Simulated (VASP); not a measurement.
# CrGa3 (Fm-3m) in VASP: single point with PBE

Aim: the single point of CrGa3 with PBE.

Program: VASP 6.6.1. These are calculated values, not measurements. Logs are shortened: lines on timing, memory, paths and dates and some standing lists are left out, and cuts for length are marked.

## Step 1: The cell of the first run

The structure is cubic, space group Fm-3m (No. 225). The conventional cell has a = 6.514 Å, b = 6.514 Å, c = 6.514 Å, α = 90.00°, β = 90.00°, γ = 90.00°. Within 3.7 Å of Ga (site symmetry -43m) lie 10 Ga at 2.82 to 3.26 Å and 4 Cr at 2.82 Å. Ga (site symmetry m-3m) has 8 Ga at 2.82 Å and 6 Cr at 3.26 Å within 3.7 Å. Cr (site symmetry m-3m) has 14 Ga at 2.82 to 3.26 Å within 3.7 Å.

## Step 2: Single point, PBE, collinear spin, ferromagnetic start

File INCAR:

```
SYSTEM = CrGa3
ALGO = Fast ; EDIFF = 1E-7
ENCUT = 520 ; GGA = PE
ISIF = 2 ; ISMEAR = 0
ISPIN = 2 ; LASPH = .TRUE.
LCHARG = .FALSE. ; LMAXMIX = 4
LORBIT = 11 ; LREAL = .FALSE.
LWAVE = .FALSE. ; MAGMOM = 0 0 0 0.5
NBANDS = 38 ; NELM = 150
PREC = Accurate ; SIGMA = 0.1
```

File KPOINTS:

```
k-points
0
G
  12 12 12
  0 0 0
```

File POSCAR:

```
CrGa3
1.0
    0.0000000000      3.2570989417      3.2570989417
    3.2570989417      0.0000000000      3.2570989417
    3.2570989417      3.2570989417      0.0000000000
Ga Cr
3 1
Direct
    0.2500000000      0.2500000000      0.2500000000
    0.7500000000      0.7500000000      0.7500000000
    0.5000000000      0.5000000000      0.5000000000
    0.0000000000      0.0000000000      0.0000000000
```

Potentials or basis: VASP PAW PBE potentials, release 64 (Ga_d, Cr_pv).

The run is started by

```sh
$ cat potpaw_PBE.64/Ga_d/POTCAR potpaw_PBE.64/Cr_pv/POTCAR > POTCAR
$ mpirun -np 1 vasp_std > vasp.out
```

OUTCAR:

```text
SYSTEM = CrGa3
   EDIFF = 1E-7
   ENCUT = 520
   GGA = PE
   ISIF = 2
   ISMEAR = 0
   ISPIN = 2
   LASPH = .TRUE.
   LORBIT = 11
   LREAL = .FALSE.
   NELM = 150
   PREC = Accurate

 ion  position               nearest neighbor table
   1  0.250  0.250  0.250-   4 2.82   3 2.82   4 2.82   3 2.82   4 2.82   4 2.82   3 2.82   3 2.82

   2  0.750  0.750  0.750-   3 2.82   4 2.82   3 2.82   3 2.82   4 2.82   3 2.82   4 2.82   4 2.82

   3  0.500  0.500  0.500-   1 2.82   2 2.82   1 2.82   1 2.82   2 2.82   1 2.82   2 2.82   2 2.82

   4  0.000  0.000  0.000-   2 2.82   1 2.82   2 2.82   1 2.82   2 2.82   2 2.82   1 2.82   1 2.82

  LATTYP: Found a face centered cubic cell.
 ALAT       =     6.5141978834

  Lattice vectors:

 A1 = (   0.0000000000,   3.2570989417,   3.2570989417)
 A2 = (   3.2570989417,   0.0000000000,   3.2570989417)
 A3 = (   3.2570989417,   3.2570989417,   0.0000000000)

Analysis of symmetry for initial positions (statically):
=====================================================================
 Subroutine PRICEL returns:
 Original cell was already a primitive cell.

 Routine SETGRP: Setting up the symmetry group for a
 face centered cubic supercell.

 Subroutine GETGRP returns: Found 48 space group operations
 (whereof 48 operations were pure point group operations)
 out of a pool of 48 trial point group operations.

The static configuration has the point symmetry O_h .

Analysis of symmetry for dynamics (positions and initial velocities):
=====================================================================
 Subroutine PRICEL returns:
 Original cell was already a primitive cell.

 Routine SETGRP: Setting up the symmetry group for a
 face centered cubic supercell.

 Subroutine GETGRP returns: Found 48 space group operations
 (whereof 48 operations were pure point group operations)
 out of a pool of 48 trial point group operations.

The dynamic configuration has the point symmetry O_h .

Analysis of structural, dynamic, and magnetic symmetry:
=====================================================================
 Subroutine PRICEL returns:
 Original cell was already a primitive cell.

 Routine SETGRP: Setting up the symmetry group for a
 face centered cubic supercell.

 Subroutine GETGRP returns: Found 48 space group operations
 (whereof 48 operations were pure point group operations)
 out of a pool of 48 trial point group operations.

The overall configuration has the point symmetry O_h .

 Subroutine INISYM returns: Found 48 space group operations
 (whereof 48 operations are pure point group operations),
 and found     1 'primitive' translations

----------------------------------------------------------------------------------------

                                     Primitive cell

  volume of cell :      69.1071

  direct lattice vectors                    reciprocal lattice vectors
     0.000000000  3.257098942  3.257098942    -0.153510842  0.153510842  0.153510842
     3.257098942  0.000000000  3.257098942     0.153510842 -0.153510842  0.153510842
     3.257098942  3.257098942  0.000000000     0.153510842  0.153510842 -0.153510842

  length of vectors
     4.606233497  4.606233497  4.606233497     0.265888577  0.265888577  0.265888577

  position of ions in fractional coordinates (direct lattice)
     0.250000000  0.250000000  0.250000000
     0.750000000  0.750000000  0.750000000
     0.500000000  0.500000000  0.500000000
     0.000000000  0.000000000  0.000000000

  ion indices of the primitive-cell ions
   primitive index   ion index
                 1           1
                 2           2
                 3           3
                 4           4

----------------------------------------------------------------------------------------

 KPOINTS: k-points

Automatic generation of k-mesh.
 Grid dimensions read from file:
 generate k-points for:   12   12   12

 Generating k-lattice:

  Cartesian coordinates                     Fractional coordinates (reciprocal lattice)
    -0.012792570  0.012792570  0.012792570     0.083333333  0.000000000  0.000000000
     0.012792570 -0.012792570  0.012792570     0.000000000  0.083333333  0.000000000
     0.012792570  0.012792570 -0.012792570     0.000000000  0.000000000  0.083333333

  Length of vectors
     0.022157381  0.022157381  0.022157381

  Shift w.r.t. Gamma in fractional coordinates (k-lattice)
     0.000000000  0.000000000  0.000000000

 Subroutine IBZKPT returns following result:
 ===========================================

 Found     72 irreducible k-points:

 Following reciprocal coordinates:
            Coordinates               Weight
  0.000000  0.000000  0.000000      1.000000
  0.083333  0.000000  0.000000      8.000000
  0.166667  0.000000  0.000000      8.000000
  0.250000  0.000000  0.000000      8.000000
  0.333333  0.000000  0.000000      8.000000
  0.416667  0.000000  0.000000      8.000000
[... 16 lines left out ...]
  0.500000  0.166667  0.000000     24.000000
 -0.416667  0.166667  0.000000     24.000000
 [... further k-points ...]
   k-points           NKPTS =     72   k-points in BZ     NKDIM =     72   number of bands    NBANDS=     38
   number of dos      NEDOS =    301   number of ions     NIONS =      4
   total plane-waves  NPLWV =  46656
   dimension x,y,z NGX =    36 NGY =   36 NGZ =   36
   dimension x,y,z NGXF=    72 NGYF=   72 NGZF=   72
   ions per type =               3   1
   NGX,Y,Z   is equivalent  to a cutoff of  12.99, 12.99, 12.99 a.u.
   NGXF,Y,Z  is equivalent  to a cutoff of  25.99, 25.99, 25.99 a.u.
 SYSTEM =  CrGa3
   PREC   = accura    normal or accurate (medium, high low for compatibility)
   ISTART =      0    job   : 0-new  1-cont  2-samecut
   ICHARG =      2    charge: 1-file 2-atom 10-const
   ISPIN  =      2    spin polarized calculation?
   LNONCOLLINEAR =      F non collinear calculations
   LSORBIT =      F    spin-orbit coupling
   LASPH  =      T    aspherical Exc in radial PAW
   ENCUT  =  520.0 eV  38.22 Ry    6.18 a.u.   8.56  8.56  8.56*2*pi/ulx,y,z
   NELM   =    150;   NELMIN=  2; NELMDL= -5     # of ELM steps
   EDIFF  = 0.1E-06   stopping-criterion for ELM
   LREAL  =      F    real-space projection
   EDIFFG = 0.1E-05   stopping-criterion for IOM
   NSW    =      0    number of steps for IOM
   IBRION =     -1    ionic relax: 0-MD 1-quasi-New 2-CG
   NFREE  =      0    steps in history (QN), initial steepest desc. (CG)
   ISIF   =      2    stress and relaxation
   ISYM   =      2    0-nonsym 1-usesym 2-fastsym
   POTIM  = 0.5000    time-step for ionic-motion
   TEBEG  =    0.0;   TEEND  =   0.0 temperature during run
   PSTRESS=    0.0 pullay stress
   NELECT =      51.0000    total number of electrons
   NUPDOWN=      -1.0000    fix difference up-down
   EMIN   =  10.00;   EMAX   =-10.00  energy-range for DOS
   EFERMI =   0.00;   METHOD = LEGACY
   ISMEAR =     0;   SIGMA  =   0.10  broadening in eV -4-tet -1-fermi 0-gaus
   EFERMI_NEDOS =   21; number of points for ismear=-14 and -15
   IALGO  =     68    algorithm
   IMIX   =      4    mixing-type and parameters
     AMIX     =   0.40;   BMIX     =  1.00
     AMIX_MAG =   1.60;   BMIX_MAG =  1.00
  volume/ion in A,a.u.               =      17.28       116.59
  Fermi-wavevector in a.u.,A,eV,Ry     =   1.479417  2.795693 29.778727  2.188675
  Thomas-Fermi vector in A             =   2.593577
   LORBIT       =     11    0 simple, 1 ext, 2 COOP (PROOUT), +10 PAW based schemes
   GGA     = PE    functional components
   LHFCALC =     F    Hartree Fock is set to
   AEXX    =    0.0000 exact exchange contribution
   IVDW    =     0    specifies the selected vdW correction
   LEPSILON=     F    determine dielectric tensor
   LRPA    =     F    only Hartree local field effects (RPA)
 spin polarized calculation
 RMM-DIIS sequential band-by-band and
 Gauss-broadening in eV      SIGMA  =   0.10
  energy-cutoff  :      520.00
  volume of cell :       69.11
 maximum number of plane-waves:      1880
 NGX is ok and might be reduce to    36
   NGX = 17   NGY = 17   NGZ = 17

 number of electron      50.9999975 magnetization      -0.0001797

 number of electron      50.9999975 magnetization       0.0005843

 Free energy of the ion-electron system (eV)
  ---------------------------------------------------
  ext. energy  EPLUGINS =         0.00000000
  ---------------------------------------------------
  free energy    TOTEN  =       -16.10290836 eV

  energy without entropy =      -16.07080277  energy(sigma->0) =      -16.08685557

 E-fermi :   6.3813     XC(G=0): -11.4592

 val. band max:        6.3775239596   @ k =  -0.2500   0.3333   0.0833
 cond. band min:       6.3819087803   @ k =  -0.2500   0.2500   0.0833
 fundamental gap:      0.0043848207
 Fermi energy:         6.3812609172

 spin component 1

 k-point     1 :       0.0000    0.0000    0.0000
  band No.  band energies     occupation
      1     -36.3152      1.00000
      2     -36.3152      1.00000
      3     -36.3152      1.00000
      4      -8.6488      1.00000
      5      -8.6488      1.00000
      6      -8.6382      1.00000
[... 29 lines left out ...]
     36      14.1544      0.00000
     37      14.2947      0.00000
[... 918 lines left out ...]
     36      15.3937      0.00000
     37      16.3555      0.00000

 [... further k-points ...]

 spin component 2

 k-point     1 :       0.0000    0.0000    0.0000
  band No.  band energies     occupation
      1     -36.3147      1.00000
      2     -36.3147      1.00000
      3     -36.3147      1.00000
      4      -8.6488      1.00000
      5      -8.6488      1.00000
      6      -8.6382      1.00000
[... 29 lines left out ...]
     36      14.1742      0.00000
     37      14.2945      0.00000
[... 918 lines left out ...]
     36      16.3486      0.00000
     37      16.4212      0.00000

 [... further k-points ...]

 [bands above 37 left out]

------------------------ aborting loop because EDIFF is reached ----------------------------------------

  FORCE on cell =-STRESS in cart. coord.  units (eV):
  Direction    XX          YY          ZZ          XY          YZ          ZX
  --------------------------------------------------------------------------------------
  -------------------------------------------------------------------------------------
  Total       -3.1658977     -3.1658977     -3.1658977      0.0000000      0.0000000      0.0000000
  in kB      -73.3980643    -73.3980643    -73.3980643      0.0000000      0.0000000      0.0000000
  external PRESSURE =     -73.3980643 kB  Pullay stress =       0.0000000 kB

 VOLUME and BASIS-vectors are now :
 -----------------------------------------------------------------------------
  energy-cutoff  :      520.00
  volume of cell :       69.11
      direct lattice vectors                 reciprocal lattice vectors
     0.000000000  3.257098942  3.257098942    -0.153510842  0.153510842  0.153510842
     3.257098942  0.000000000  3.257098942     0.153510842 -0.153510842  0.153510842
     3.257098942  3.257098942  0.000000000     0.153510842  0.153510842 -0.153510842

 POSITION                                       TOTAL-FORCE (eV/Angst)
 -----------------------------------------------------------------------------------
      1.62855      1.62855      1.62855        -0.000000     -0.000000     -0.000000
      4.88565      4.88565      4.88565         0.000000      0.000000      0.000000
      3.25710      3.25710      3.25710         0.000000      0.000000      0.000000
      0.00000      0.00000      0.00000         0.000000      0.000000      0.000000
 -----------------------------------------------------------------------------------
    total drift:                                0.000000      0.000000      0.000000

  FREE ENERGIE OF THE ION-ELECTRON SYSTEM (eV)
  ---------------------------------------------------
  free  energy   TOTEN  =       -16.1029083639 eV

  energy  without entropy=      -16.0708027712  energy(sigma->0) =      -16.08685557

 total charge

# of ion       s       p       d       tot
------------------------------------------
    1        0.955   0.637   9.970  11.562
    2        0.955   0.637   9.970  11.562
    3        0.962   0.594   9.974  11.530
    4        0.292   6.113   4.174  10.580
--------------------------------------------------
tot          3.165   7.981  34.089  45.234

 magnetization (x)

# of ion       s       p       d       tot
------------------------------------------
    1       -0.000   0.000   0.000  -0.000
    2       -0.000   0.000   0.000  -0.000
    3        0.000   0.000  -0.000   0.000
    4        0.000   0.000   0.000   0.000
--------------------------------------------------
tot          0.000   0.000   0.000   0.000
```

Run time: 20 min. Hardware: 1 thread of Intel Xeon 8259CL, shared host; peak memory 0.43 GiB.

What came out:

* Free energy: -16.1029 eV
* Pressure: -7.3 GPa
* Net moment: 0.00 μB per cell
* Valence electrons inside the program's atomic spheres: Ga 11.56, 11.53 (each value once); Cr 10.58

Caveat: the cell stands under tension.
